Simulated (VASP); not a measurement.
## Mn: single point with revPBE

The system is Mn.

```
Mn
1.0
     3.76229    0.00000    0.00000
    -1.88114    3.25824    0.00000
     0.00000    0.00000    2.35869
Mn
3
Direct
  0.00000 0.00000 0.00000
  0.33333 0.66667 0.50000
  0.66667 0.33333 0.50000
```

This cell differs from its parent crystal: volume scaled by 0.88.

```
Program                : VASP 6.6.1
Task                   : single point
Functional             : revPBE
Potentials or basis    : VASP PAW PBE potentials, release 64 (Mn_pv)
Cutoff                 : 520 eV
k mesh                 : 10 × 10 × 14
Occupations            : fermi-dirac, width 0.1 eV
Spin                   : no spin polarisation
Dipole correction      : no
Further INCAR settings : ALGO = Normal; EDIFF = 1e-07; NBANDS = 26
```

| Quantity | Value |
| --- | --- |
| Pressure | 44.5 GPa |

Stress tensor (GPa, compression positive):
```
45.54  0.00  0.00
 0.00 45.54  0.00
 0.00  0.00 42.45
```

Levels at points of the mesh, in eV from the Fermi level:
| k point | band 15 | band 16 | band 17 | band 18 | band 19 | band 20 | band 21 | band 22 | band 23 | band 24 |
| --- | --- | --- | --- | --- | --- | --- | --- | --- | --- | --- |
| (0.00, 0.00, 0.00) | -2.49 | -1.95 | -1.31 | -0.66 | -0.66 | -0.13 | -0.13 | -0.01 | -0.01 | 2.27 |
| (0.50, 0.00, 0.00) | -2.70 | -1.81 | -1.30 | -1.13 | 0.06 | 0.16 | 1.40 | 1.48 | 1.63 | 1.66 |
| (0.00, 0.00, 0.50) | -3.10 | -0.79 | -0.79 | -0.76 | -0.76 | 1.61 | 1.61 | 2.06 | 2.06 | 2.79 |
| (0.50, 0.00, 0.50) | -2.42 | -1.61 | -0.79 | -0.76 | 0.12 | 0.48 | 1.30 | 1.78 | 2.03 | 2.59 |

Run time: 37 s on 1 thread of Intel(R) Xeon(R) 6975P-C (Granite Rapids), on a shared host, peak memory 0.18 GiB.

Caveat: the PAW data sets were made with another functional, which shifts forces and pressure a little; the run has no spin polarisation, though such a crystal can be magnetic. Spin polarisation is off, so any magnetic state and its effect on volume and gap are missing.
